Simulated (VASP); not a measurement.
A run of VASP 6.6.1 is set up as follows.

The input INCAR:

```
SYSTEM = Mg8AsS6
  PREC = Accurate
  ENCUT = 520
  EDIFF = 1E-7
  ISMEAR = -1
  SIGMA = 0.05
  LREAL = Auto
  LASPH = .TRUE.
  NELM = 100
  ALGO = Normal
  ISIF = 2
  LWAVE = .FALSE.
  LCHARG = .FALSE.
  GGA = PE
  NELECT = 56.0
  NBANDS = 42
```

KPOINTS

```
Automatic mesh
0
Gamma
  2 2 2
  0.5 0.5 0.5
```

Contents of POSCAR:

```
Mg8AsS6
1.0
   10.3639610000      0.0000000000      0.0000000000
    0.0000000000      5.1819800000      0.0000000000
    0.0000000000      0.0000000000      5.1819800000
S As Mg
6 1 8
Direct
    0.7515210000      0.9957020000      0.0069670000
    0.0059260000      0.5000260000      0.0066720000
    0.9788780000      0.0118540000      0.4751670000
    0.5032980000      0.0132810000      0.5458620000
    0.2467730000      0.5432910000      0.4941050000
    0.7375170000      0.5032110000      0.5306720000
    0.5072410000      0.4762010000      0.0020890000
    0.9973660000      0.0048900000      0.9900040000
    0.5139140000      0.9670660000      0.9863780000
    0.2680030000      0.5082130000      0.0120570000
    0.7661080000      0.4981620000      0.9980980000
    0.2445370000      0.0138810000      0.5125970000
    0.7626380000      0.0108220000      0.5137970000
    0.9838630000      0.4953390000      0.5034290000
    0.4953350000      0.5250870000      0.4973570000
```

Potentials or basis: VASP PAW PBE potentials, release 64 (S, As, Mg).

Run with:

```sh
$ cat potpaw_PBE.64/S/POTCAR potpaw_PBE.64/As/POTCAR potpaw_PBE.64/Mg/POTCAR > POTCAR
$ mpirun -np 1 vasp_std > vasp.out
```

Task: Estimate the largest force.

Result: 3.202 eV/Å.

Forces on the atoms (eV/Å):
```
S    0.629  0.034  0.252
S    1.084  0.109 -0.293
S    3.141 -0.269  0.558
S   -0.989  0.090 -1.737
S   -0.799 -0.691  0.419
S    1.065  0.153 -0.869
As  -0.791 -0.139  0.135
Mg  -0.818 -0.122 -0.139
Mg   0.099  0.315  1.253
Mg  -0.574  0.046 -0.259
Mg  -0.518 -0.015  0.551
Mg   0.516  0.433 -0.050
Mg  -2.275 -0.125 -0.020
Mg   0.031  0.375  0.017
Mg   0.199 -0.192  0.181
```

Caveat: the k points lie up to 0.61 Å⁻¹ apart; the cell carries a net charge on a neutralising background, which shifts energy and pressure.
